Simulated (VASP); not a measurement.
# TiH (P4_2/mmc) in VASP: a series of runs, part 2 of 2

VASP 6.6.1.

## (3) Relaxation of volume and atoms at fixed shape, r2SCAN

This run uses another cell than the first one, of 9.92 Å³/atom, 1.003 times its volume.

Contents of POSCAR:

```
TiH
1.0
    2.9474900000      0.0000000000      0.0000000000
    0.0000000000      2.9474900000      0.0000000000
    0.0000000000      0.0000000000      4.5681400000
Ti H
2 2
Direct
    0.5000000000      0.0000000000      0.5000000000
    0.0000000000      0.5000000000      0.0000000000
    0.0000000000      0.0000000000      0.2500000000
    0.0000000000      0.0000000000      0.7500000000
```

Contents of INCAR.step1:

```
PREC = Accurate
ENCUT = 600
ISMEAR = 1
SIGMA = 0.05
LREAL = F
LASPH = T
NELM = 100
GGA = PE
ALGO = Normal
EDIFF = 1E-4
LWAVE = T
LCHARG = F
```

Contents of INCAR.step2:

```
PREC = Accurate
ENCUT = 600
EDIFF = 1E-6
ISMEAR = 1
SIGMA = 0.05
LREAL = F
LASPH = T
NELM = 100
ALGO = Normal
ISIF = 8
LWAVE = F
LCHARG = F
METAGGA = R2SCAN
LMIXTAU = T
IBRION = 2
NSW = 80
EDIFFG = -0.01
ISTART = 1
```

Contents of KPOINTS:

```
Automatic mesh
0
Gamma
  9 9 6
```

Potentials or basis: VASP PAW PBE potentials, release 64 (Ti_sv, H).

Launch:

```sh
$ cat potpaw_PBE.64/Ti_sv/POTCAR potpaw_PBE.64/H/POTCAR > POTCAR
$ cp INCAR.step1 INCAR
$ mpirun -np 1 vasp_std > vasp.out
$ cp INCAR.step2 INCAR
$ mpirun -np 1 vasp_std > vasp.out
```

OUTCAR:

```text
PREC = Accurate
   ENCUT = 600
   EDIFF = 1E-6
   ISMEAR = 1
   LREAL = F
   LASPH = T
   NELM = 100
   ISIF = 8
   METAGGA = R2SCAN
   IBRION = 2
   NSW = 80
   EDIFFG = -0.01
   ISTART = 1

 ion  position               nearest neighbor table
   1  0.500  0.000  0.500-   3 1.86   4 1.86   3 1.86   4 1.86
   2  0.000  0.500  0.000-   3 1.86   4 1.86   3 1.86   4 1.86
   3  0.000  0.000  0.250-   1 1.86   2 1.86   2 1.86   1 1.86
   4  0.000  0.000  0.750-   1 1.86   2 1.86   2 1.86   1 1.86

  LATTYP: Found a simple tetragonal cell.
 ALAT       =     2.9474900000
 C/A-ratio  =     1.5498407119

  Lattice vectors:

 A1 = (   2.9474900000,   0.0000000000,   0.0000000000)
 A2 = (   0.0000000000,   2.9474900000,   0.0000000000)
 A3 = (   0.0000000000,   0.0000000000,   4.5681400000)

Analysis of symmetry for initial positions (statically):
=====================================================================
 Subroutine PRICEL returns:
 Original cell was already a primitive cell.

 Routine SETGRP: Setting up the symmetry group for a
 simple tetragonal supercell.

 Subroutine GETGRP returns: Found 16 space group operations
 (whereof  8 operations were pure point group operations)
 out of a pool of 16 trial point group operations.

The static configuration has the point symmetry D_2h.
 The point group associated with its full space group is D_4h.

Analysis of symmetry for dynamics (positions and initial velocities):
=====================================================================
 Subroutine PRICEL returns:
 Original cell was already a primitive cell.

 Routine SETGRP: Setting up the symmetry group for a
 simple tetragonal supercell.

 Subroutine GETGRP returns: Found 16 space group operations
 (whereof  8 operations were pure point group operations)
 out of a pool of 16 trial point group operations.

[... 127 lines left out ...]
  Fermi-wavevector in a.u.,A,eV,Ry     =   1.421842  2.686891 27.505999  2.021634
  Thomas-Fermi vector in A             =   2.542609
   LORBIT       =      0    0 simple, 1 ext, 2 COOP (PROOUT), +10 PAW based schemes
   METAGGA = R2SCAN    functional components
   LHFCALC =     F    Hartree Fock is set to
   AEXX    =    0.0000 exact exchange contribution
   IVDW    =     0    specifies the selected vdW correction
   LEPSILON=     F    determine dielectric tensor
   LRPA    =     F    only Hartree local field effects (RPA)
 conjugate gradient relaxation of ions
 non-spin polarized calculation
 Methfessel and Paxton  Order N= 1 SIGMA  =   0.05
  energy-cutoff  :      600.00
  volume of cell :       39.69
 maximum number of plane-waves:      1347
 NGX is ok and might be reduce to    24
   NGX = 11   NGY = 11   NGZ = 19

 number of electron      25.9999998 magnetization

 Free energy of the ion-electron system (eV)
  ---------------------------------------------------
  ext. energy  EPLUGINS =         0.00000000
  ---------------------------------------------------
  free energy    TOTEN  =       -34.50184728 eV

  energy without entropy =      -34.50196305  energy(sigma->0) =      -34.50188587

 E-fermi :   7.6443     XC(G=0): -12.3154

 val. band max:        7.6364020318   @ k =   0.1111   0.0000   0.1667
 cond. band min:       7.6608318886   @ k =   0.1111   0.1111   0.1667
 fundamental gap:      0.0244298568
 Fermi energy:         7.6443178150

 k-point     1 :       0.0000    0.0000    0.0000
  band No.  band energies     occupation
      1     -51.7113      2.00000
      2     -51.6243      2.00000
      3     -27.1137      2.00000
      4     -26.7851      2.00000
      5     -26.7851      2.00000
      6     -26.6538      2.00000
[... 457 lines left out ...]
      4     -27.0039      2.00000
      5     -26.8404      2.00000
      6     -26.7735      2.00000
[... 9 lines left out ...]
     16       9.1780      0.00000
     17      10.0004      0.00000

 [... further k-points ...]

------------------------ aborting loop because EDIFF is reached ----------------------------------------

  FORCE on cell =-STRESS in cart. coord.  units (eV):
  Direction    XX          YY          ZZ          XY          YZ          ZX
  --------------------------------------------------------------------------------------
  -------------------------------------------------------------------------------------
  Total        0.0044318      0.0044318      0.0463954      0.0000000      0.0000000      0.0000000
  in kB        0.1789160      0.1789160      1.8730176      0.0000000      0.0000000      0.0000000
  external PRESSURE =       0.7436165 kB  Pullay stress =       0.0000000 kB

 VOLUME and BASIS-vectors are now :
 -----------------------------------------------------------------------------
  energy-cutoff  :      600.00
  volume of cell :       39.69
      direct lattice vectors                 reciprocal lattice vectors
     2.947490000  0.000000000  0.000000000     0.339271719  0.000000000  0.000000000
     0.000000000  2.947490000  0.000000000     0.000000000  0.339271719  0.000000000
     0.000000000  0.000000000  4.568140000     0.000000000  0.000000000  0.218907477

 POSITION                                       TOTAL-FORCE (eV/Angst)
 -----------------------------------------------------------------------------------
      1.47375      0.00000      2.28407         0.000000      0.000000     -0.000000
      0.00000      1.47375      0.00000         0.000000      0.000000     -0.000000
      0.00000      0.00000      1.14203         0.000000      0.000000      0.000000
      0.00000      0.00000      3.42610         0.000000      0.000000      0.000000
 -----------------------------------------------------------------------------------
    total drift:                                0.000000      0.000000     -0.000000

  FREE ENERGIE OF THE ION-ELECTRON SYSTEM (eV)
  ---------------------------------------------------
  free  energy   TOTEN  =       -34.5018472834 eV

  energy  without entropy=      -34.5019630505  energy(sigma->0) =      -34.50188587

 reached required accuracy - stopping structural energy minimisation
```

Run time: 78 s. Hardware: 1 thread of Intel Xeon Platinum 8488C (Sapphire Rapids), shared host; peak memory 0.19 GiB.

Results:

- Free energy: -34.5018 eV
- Pressure after relaxing: 0.1 GPa
- Band gap on the k mesh: zero (band 13 reaches 7.95 eV, above the bottom of band 14 at 7.07 eV)

Final structure:
```cif
data_structure
_symmetry_space_group_name_H-M 'P 1'
_symmetry_Int_Tables_number 1
_cell_length_a 2.9475
_cell_length_b 2.9475
_cell_length_c 4.5681
_cell_angle_alpha 90.000
_cell_angle_beta 90.000
_cell_angle_gamma 90.000
_cell_volume 39.69
loop_
_atom_site_label
_atom_site_type_symbol
_atom_site_fract_x
_atom_site_fract_y
_atom_site_fract_z
_atom_site_occupancy
Ti1 Ti 0.50000 0.00000 0.50000 1
Ti2 Ti 0.00000 0.50000 0.00000 1
H1 H 0.00000 0.00000 0.25000 1
H2 H 0.00000 0.00000 0.75000 1
```

Caveat: the relaxation stopped at its first step, so nothing moved; the PAW data sets were made with another functional, which shifts forces and pressure a little.
